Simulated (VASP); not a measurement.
A run of VASP 6.6.1 is set up as follows.

Contents of INCAR:

```
SYSTEM = Si
  ALGO = Normal
  EDIFF = 1E-7
  ENCUT = 520
  ISIF = 2
  ISMEAR = 1
  ISYM = 0
  LASPH = .TRUE.
  LCHARG = .FALSE.
  LREAL = .FALSE.
  LWAVE = .FALSE.
  NBANDS = 8
  NELM = 60
  PREC = Accurate
  SIGMA = 0.05
```

The input KPOINTS:

```
k-points
0
G
  13 13 11
  0 0 0
```

Contents of POSCAR:

```
Si
1.0
   -1.6269150000      1.6269150000      1.3203300000
    1.6269150000     -1.6269150000      1.3203300000
    1.6269150000      1.6269150000     -1.3203300000
Si
1
Direct
    0.0000000000      0.0000000000      0.0000000000
```

Potentials or basis: VASP PAW LDA potentials, release 64 (Si).

Command:

```bash
$ cat potpaw_LDA.64/Si/POTCAR > POTCAR
$ mpirun -np 1 vasp_std > vasp.out
```

Question: Predict the band gap on the k mesh.

Answer: Zero (bands 2 and 3 overlap by 13.28 eV).

Question: What does it give for the pressure?

Answer: 0.1 GPa.

Stress tensor (GPa, compression positive):
```
 1.50 -0.28  0.44
-0.28  1.50  0.44
 0.44  0.44 -2.83
```
